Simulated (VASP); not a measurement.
A run of VASP 6.6.1:

File INCAR:

```
  PREC = Accurate
  ENCUT = 500
  EDIFF = 1E-6
  ISMEAR = 0
  SIGMA = 0.2
  LREAL = F
  LASPH = T
  NELM = 120
  ALGO = Normal
  ISIF = 2
  LWAVE = F
  LCHARG = F
  GGA = PE
  NBANDS = 20
  GGA_COMPAT = F
```

KPOINTS

```
regular mesh
0
Gamma
  4 4 4
```

POSCAR

```
AlAs4
1.0
   -3.0002201932      3.0002201932      3.0002201932
    3.0002201932     -3.0002201932      3.0002201932
    3.0002201932      3.0002201932     -3.0002201932
Al As
1 4
Direct
    0.0000000000      0.0000000000      0.0000000000
    0.5000000000      0.5000000000      0.5000000000
    0.0000000000      0.0000000000      0.5000000000
    0.0000000000      0.5000000000      0.0000000000
    0.5000000000      0.0000000000      0.0000000000
```

Potentials or basis: VASP PAW PBE potentials, release 64 (Al, As).

Launch:

```console
$ cat potpaw_PBE.64/Al/POTCAR potpaw_PBE.64/As/POTCAR > POTCAR
$ mpirun -np 1 vasp_std > vasp.out
```

Hardware: 1 thread of Intel Xeon 8259CL (shared host).

Task: How long does it take, and how much memory?

Result: Wall time 48 s on 1 thread of Intel Xeon 8259CL, with other jobs on the host, peak memory 0.23 GiB. Counts: scf iterations 12, k points 8.
